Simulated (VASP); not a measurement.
# InAs (Fm-3m) in VASP: single point with PBEsol

Aim: the single point of InAs with PBEsol.

All numbers are computed with VASP 6.6.1; they aren't measurements. Logs are shortened: lines on timing, memory, paths and dates and some standing lists are left out, and cuts for length are marked.

### 1 The cell of the first run

Symmetry: Fm-3m, No. 225, cubic system. The conventional cell has a = 5.755 Å, b = 5.755 Å, c = 5.755 Å, α = 90.00°, β = 90.00°, γ = 90.00°. Within 3.8 Å of In (site symmetry m-3m) lie 6 As at 2.88 Å. As (site symmetry m-3m) has 6 In at 2.88 Å within 3.8 Å.

### 2 Single point, PBEsol

Contents of POSCAR:

```
InAs
1.0
    0.0000000000      2.8773040000      2.8773040000
    2.8773040000      0.0000000000      2.8773040000
    2.8773040000      2.8773040000      0.0000000000
In As
1 1
Direct
    0.5000000000      0.5000000000      0.5000000000
    0.0000000000      0.0000000000      0.0000000000
```

Contents of INCAR.step1:

```
SYSTEM = InAs
  PREC = Accurate
  ENCUT = 400
  EDIFF = 1E-6
  ISMEAR = -1
  SIGMA = 0.05
  LREAL = .FALSE.
  LASPH = .TRUE.
  NELM = 120
  ALGO = Normal
  ISIF = 2
  LWAVE = .FALSE.
  LCHARG = .TRUE.
  GGA = PS
  NBANDS = 21
  GGA_COMPAT = .FALSE.
  NEDOS = 2001
  LORBIT = 11
```

Contents of KPOINTS.step1:

```
regular mesh
0
G
  6 6 6
  0 0 0
```

Contents of INCAR.step2:

```
SYSTEM = InAs
  PREC = Accurate
  ENCUT = 400
  EDIFF = 1E-6
  ISMEAR = -5
  SIGMA = 0.05
  LREAL = .FALSE.
  LASPH = .TRUE.
  NELM = 120
  ALGO = Normal
  ISIF = 2
  LWAVE = .FALSE.
  LCHARG = .FALSE.
  GGA = PS
  LORBIT = 10
  NBANDS = 21
  NEDOS = 1001
  ICHARG = 11
  GGA_COMPAT = .FALSE.
```

Contents of KPOINTS.step2:

```
regular mesh
0
G
  9 9 9
  0 0 0
```

Potentials or basis: VASP PAW PBE potentials, release 64 (In_d, As_d).

Run with:

```sh
$ cat potpaw_PBE.64/In_d/POTCAR potpaw_PBE.64/As_d/POTCAR > POTCAR
$ cp INCAR.step1 INCAR
$ cp KPOINTS.step1 KPOINTS
$ mpirun -np 1 vasp_std > vasp.out
$ cp INCAR.step2 INCAR
$ cp KPOINTS.step2 KPOINTS
$ mpirun -np 1 vasp_std > vasp.out
```

OUTCAR:

```text
SYSTEM = InAs
   PREC = Accurate
   ENCUT = 400
   EDIFF = 1E-6
   ISMEAR = -5
   LREAL = .FALSE.
   LASPH = .TRUE.
   NELM = 120
   ISIF = 2
   GGA = PS
   LORBIT = 10
   ICHARG = 11

 ion  position               nearest neighbor table
   1  0.500  0.500  0.500-   2 2.88   2 2.88   2 2.88   2 2.88   2 2.88   2 2.88
   2  0.000  0.000  0.000-   1 2.88   1 2.88   1 2.88   1 2.88   1 2.88   1 2.88

  LATTYP: Found a face centered cubic cell.
 ALAT       =     5.7546080000

  Lattice vectors:

 A1 = (   0.0000000000,   2.8773040000,   2.8773040000)
 A2 = (   2.8773040000,   0.0000000000,   2.8773040000)
 A3 = (   2.8773040000,   2.8773040000,   0.0000000000)

Analysis of symmetry for initial positions (statically):
=====================================================================
 Subroutine PRICEL returns:
 Original cell was already a primitive cell.

 Routine SETGRP: Setting up the symmetry group for a
 face centered cubic supercell.

 Subroutine GETGRP returns: Found 48 space group operations
 (whereof 48 operations were pure point group operations)
 out of a pool of 48 trial point group operations.

The static configuration has the point symmetry O_h .

Analysis of symmetry for dynamics (positions and initial velocities):
=====================================================================
 Subroutine PRICEL returns:
 Original cell was already a primitive cell.

 Routine SETGRP: Setting up the symmetry group for a
 face centered cubic supercell.

 Subroutine GETGRP returns: Found 48 space group operations
 (whereof 48 operations were pure point group operations)
 out of a pool of 48 trial point group operations.

The dynamic configuration has the point symmetry O_h .

 Subroutine INISYM returns: Found 48 space group operations
 (whereof 48 operations are pure point group operations),
 and found     1 'primitive' translations

----------------------------------------------------------------------------------------

                                     Primitive cell

  volume of cell :      47.6417

  direct lattice vectors                    reciprocal lattice vectors
     0.000000000  2.877304000  2.877304000    -0.173773783  0.173773783  0.173773783
     2.877304000  0.000000000  2.877304000     0.173773783 -0.173773783  0.173773783
     2.877304000  2.877304000  0.000000000     0.173773783  0.173773783 -0.173773783

  length of vectors
     4.069122340  4.069122340  4.069122340     0.300985021  0.300985021  0.300985021

  position of ions in fractional coordinates (direct lattice)
     0.500000000  0.500000000  0.500000000
     0.000000000  0.000000000  0.000000000

  ion indices of the primitive-cell ions
   primitive index   ion index
                 1           1
                 2           2

----------------------------------------------------------------------------------------

 KPOINTS: regular mesh

Automatic generation of k-mesh.
 Grid dimensions read from file:
 generate k-points for:    9    9    9

 Generating k-lattice:

  Cartesian coordinates                     Fractional coordinates (reciprocal lattice)
    -0.019308198  0.019308198  0.019308198     0.111111111  0.000000000  0.000000000
     0.019308198 -0.019308198  0.019308198     0.000000000  0.111111111  0.000000000
     0.019308198  0.019308198 -0.019308198     0.000000000  0.000000000  0.111111111

  Length of vectors
     0.033442780  0.033442780  0.033442780

  Shift w.r.t. Gamma in fractional coordinates (k-lattice)
     0.000000000  0.000000000  0.000000000

 TETIRR: Found    115 inequivalent tetrahedra from     4374

 Subroutine IBZKPT returns following result:
 ===========================================

 Found     35 irreducible k-points:

 Following reciprocal coordinates:
            Coordinates               Weight
  0.000000  0.000000  0.000000      1.000000
  0.111111  0.000000  0.000000      8.000000
  0.222222  0.000000  0.000000      8.000000
  0.333333  0.000000  0.000000      8.000000
  0.444444  0.000000  0.000000      8.000000
  0.111111  0.111111  0.000000      6.000000
[... 16 lines left out ...]
 -0.333333  0.333333  0.000000     12.000000
  0.444444  0.444444  0.000000      6.000000
 [... further k-points ...]
   k-points           NKPTS =     35   k-points in BZ     NKDIM =     35   number of bands    NBANDS=     21
   number of dos      NEDOS =   1001   number of ions     NIONS =      2
   total plane-waves  NPLWV =  21952
   dimension x,y,z NGX =    28 NGY =   28 NGZ =   28
   dimension x,y,z NGXF=    56 NGYF=   56 NGZF=   56
   ions per type =               1   1
   NGX,Y,Z   is equivalent  to a cutoff of  11.44, 11.44, 11.44 a.u.
   NGXF,Y,Z  is equivalent  to a cutoff of  22.88, 22.88, 22.88 a.u.
 SYSTEM =  InAs
   PREC   = accura    normal or accurate (medium, high low for compatibility)
   ISTART =      0    job   : 0-new  1-cont  2-samecut
   ICHARG =     11    charge: 1-file 2-atom 10-const
   ISPIN  =      1    spin polarized calculation?
   LNONCOLLINEAR =      F non collinear calculations
   LSORBIT =      F    spin-orbit coupling
   LASPH  =      T    aspherical Exc in radial PAW
   ENCUT  =  400.0 eV  29.40 Ry    5.42 a.u.   6.64  6.64  6.64*2*pi/ulx,y,z
   NELM   =    120;   NELMIN=  2; NELMDL=  0     # of ELM steps
   EDIFF  = 0.1E-05   stopping-criterion for ELM
   LREAL  =      F    real-space projection
   EDIFFG = 0.1E-04   stopping-criterion for IOM
   NSW    =      0    number of steps for IOM
   IBRION =     -1    ionic relax: 0-MD 1-quasi-New 2-CG
   NFREE  =      0    steps in history (QN), initial steepest desc. (CG)
   ISIF   =      2    stress and relaxation
   ISYM   =      2    0-nonsym 1-usesym 2-fastsym
   POTIM  = 0.5000    time-step for ionic-motion
   TEBEG  =    0.0;   TEEND  =   0.0 temperature during run
   PSTRESS=    0.0 pullay stress
   NELECT =      28.0000    total number of electrons
   NUPDOWN=      -1.0000    fix difference up-down
   EMIN   =  10.00;   EMAX   =-10.00  energy-range for DOS
   EFERMI =   0.00;   METHOD = LEGACY
   ISMEAR =    -5;   SIGMA  =   0.05  broadening in eV -4-tet -1-fermi 0-gaus
   EFERMI_NEDOS =   21; number of points for ismear=-14 and -15
   IALGO  =     38    algorithm
   IMIX   =      4    mixing-type and parameters
     AMIX     =   0.40;   BMIX     =  1.00
     AMIX_MAG =   1.60;   BMIX_MAG =  1.00
  volume/ion in A,a.u.               =      23.82       160.75
  Fermi-wavevector in a.u.,A,eV,Ry     =   1.371298  2.591377 25.585177  1.880457
  Thomas-Fermi vector in A             =   2.497007
   LORBIT       =     10    0 simple, 1 ext, 2 COOP (PROOUT), +10 PAW based schemes
   GGA     = PS    functional components
   LHFCALC =     F    Hartree Fock is set to
   AEXX    =    0.0000 exact exchange contribution
   IVDW    =     0    specifies the selected vdW correction
   LEPSILON=     F    determine dielectric tensor
   LRPA    =     F    only Hartree local field effects (RPA)
 non-spin polarized calculation
 Fermi weights with tetrahedron method with Bloechl corrections
  energy-cutoff  :      400.00
  volume of cell :       47.64
 maximum number of plane-waves:       893

 number of electron      27.9999996 magnetization

 Free energy of the ion-electron system (eV)
  ---------------------------------------------------
  ext. energy  EPLUGINS =         0.00000000
  ---------------------------------------------------
  free energy    TOTEN  =        -8.20945793 eV

  energy without entropy =       -8.20945793  energy(sigma->0) =       -8.20945793

 E-fermi :   4.9367     XC(G=0): -10.5842

 val. band max:        5.1962962412   @ k =   0.4444   0.0000   0.0000
 cond. band min:       4.7148504711   @ k =  -0.4444   0.3333   0.0000
 fundamental gap:     -0.4814457701
 Fermi energy:         4.9367222537

 k-point     1 :       0.0000    0.0000    0.0000
  band No.  band energies     occupation
      1     -30.0358      2.00000
      2     -30.0358      2.00000
      3     -30.0290      2.00000
      4     -30.0290      2.00000
      5     -30.0290      2.00000
      6      -9.2035      2.00000
[... 13 lines left out ...]
     20      12.4647      0.00000
     21      12.4647      0.00000

 k-point     2 :       0.1111    0.0000    0.0000
  band No.  band energies     occupation
      1     -30.0357      2.00000
      2     -30.0357      2.00000
      3     -30.0289      2.00000
      4     -30.0288      2.00000
      5     -30.0288      2.00000
      6      -9.2085      2.00000
[... 13 lines left out ...]
     20      12.6405      0.00000
     21      12.6405      0.00000

 k-point     3 :       0.2222    0.0000    0.0000
  band No.  band energies     occupation
      1     -30.0357      2.00000
      2     -30.0357      2.00000
      3     -30.0287      2.00000
      4     -30.0286      2.00000
      5     -30.0286      2.00000
      6      -9.2236      2.00000
[... 13 lines left out ...]
     20      13.4731      0.00000
     21      13.4731      0.00000

 k-point     4 :       0.3333    0.0000    0.0000
  band No.  band energies     occupation
      1     -30.0355      2.00000
      2     -30.0355      2.00000
      3     -30.0286      2.00000
      4     -30.0282      2.00000
      5     -30.0282      2.00000
      6      -9.2415      2.00000
[... 13 lines left out ...]
     20      14.7925      0.00000
     21      14.7925      0.00000

 k-point     5 :       0.4444    0.0000    0.0000
  band No.  band energies     occupation
      1     -30.0354      2.00000
      2     -30.0354      2.00000
      3     -30.0285      2.00000
      4     -30.0281      2.00000
      5     -30.0281      2.00000
      6      -9.2534      2.00000
[... 13 lines left out ...]
     20      16.4269      0.00000
     21      16.4269      0.00000

 k-point     6 :       0.1111    0.1111    0.0000
  band No.  band energies     occupation
      1     -30.0359      2.00000
      2     -30.0357      2.00000
      3     -30.0290      2.00000
      4     -30.0288      2.00000
      5     -30.0288      2.00000
      6      -9.2218      2.00000
[... 13 lines left out ...]
     20      13.6741      0.00000
     21      13.6741      0.00000

 k-point     7 :       0.2222    0.1111    0.0000
  band No.  band energies     occupation
      1     -30.0357      2.00000
      2     -30.0356      2.00000
      3     -30.0289      2.00000
      4     -30.0285      2.00000
      5     -30.0285      2.00000
      6      -9.2450      2.00000
[... 13 lines left out ...]
     20      14.0436      0.00000
     21      14.3163      0.00000
[... 291 lines left out ...]
      1     -30.0359      2.00000
      2     -30.0353      2.00000
      3     -30.0292      2.00000
      4     -30.0277      2.00000
      5     -30.0277      2.00000
      6      -9.3898      2.00000
[... 13 lines left out ...]
     20      16.8009      0.00000
     21      18.2010      0.00000

 k-point    21 :       0.4444    0.3333    0.0000
  band No.  band energies     occupation
      1     -30.0360      2.00000
      2     -30.0352      2.00000
      3     -30.0291      2.00000
      4     -30.0276      2.00000
      5     -30.0275      2.00000
      6      -9.4205      2.00000
[... 13 lines left out ...]
     20      18.0501      0.00000
     21      18.7222      0.00000

 k-point    22 :      -0.4444    0.3333    0.0000
  band No.  band energies     occupation
      1     -30.0360      2.00000
      2     -30.0351      2.00000
      3     -30.0289      2.00000
      4     -30.0276      2.00000
      5     -30.0275      2.00000
      6      -9.4108      2.00000
[... 13 lines left out ...]
     20      16.9366      0.00000
     21      17.7476      0.00000

 k-point    23 :      -0.3333    0.3333    0.0000
  band No.  band energies     occupation
      1     -30.0358      2.00000
      2     -30.0352      2.00000
      3     -30.0285      2.00000
      4     -30.0279      2.00000
      5     -30.0277      2.00000
      6      -9.3668      2.00000
[... 13 lines left out ...]
     20      15.4787      0.00000
     21      16.9817      0.00000

 k-point    24 :       0.4444    0.4444    0.0000
  band No.  band energies     occupation
      1     -30.0362      2.00000
      2     -30.0351      2.00000
      3     -30.0292      2.00000
      4     -30.0274      2.00000
      5     -30.0274      2.00000
      6      -9.4640      2.00000
[... 13 lines left out ...]
     20      17.8900      0.00000
     21      19.6988      0.00000

 [... further k-points ...]

------------------------ aborting loop because EDIFF is reached ----------------------------------------

  FORCE on cell =-STRESS in cart. coord.  units (eV):
  Direction    XX          YY          ZZ          XY          YZ          ZX
  --------------------------------------------------------------------------------------
  -------------------------------------------------------------------------------------
  Total       -1.0852932     -1.0852932     -1.0852932     -0.0000000      0.0000000      0.0000000
  in kB      -36.4981133    -36.4981133    -36.4981133     -0.0000000      0.0000000      0.0000000
  external PRESSURE =     -36.4981133 kB  Pullay stress =       0.0000000 kB

 VOLUME and BASIS-vectors are now :
 -----------------------------------------------------------------------------
  energy-cutoff  :      400.00
  volume of cell :       47.64
      direct lattice vectors                 reciprocal lattice vectors
     0.000000000  2.877304000  2.877304000    -0.173773783  0.173773783  0.173773783
     2.877304000  0.000000000  2.877304000     0.173773783 -0.173773783  0.173773783
     2.877304000  2.877304000  0.000000000     0.173773783  0.173773783 -0.173773783

 POSITION                                       TOTAL-FORCE (eV/Angst)
 -----------------------------------------------------------------------------------
      2.87730      2.87730      2.87730         0.000000      0.000000      0.000000
      0.00000      0.00000      0.00000        -0.000000     -0.000000     -0.000000
 -----------------------------------------------------------------------------------
    total drift:                                0.000000      0.000000      0.000000

  FREE ENERGIE OF THE ION-ELECTRON SYSTEM (eV)
  ---------------------------------------------------
  free  energy   TOTEN  =        -8.2094579266 eV

  energy  without entropy=       -8.2094579266  energy(sigma->0) =       -8.20945793

 total charge

# of ion       s       p       d       tot
------------------------------------------
    1        0.863   0.555   9.881  11.299
    2        1.499   1.956  10.028  13.482
--------------------------------------------------
tot          2.362   2.511  19.909  24.781
```

Run time: 32 s. Hardware: 1 thread of AMD EPYC 7R43 (Zen 3), shared host; peak memory 0.12 GiB.

Results:

```
Valence electrons inside the program's atomic spheres : In 11.30; As 13.48
```

Caveat: the PAW data sets were made with another functional, which shifts forces and pressure a little; spin-orbit coupling is left out, which moves the levels of the heavy elements.
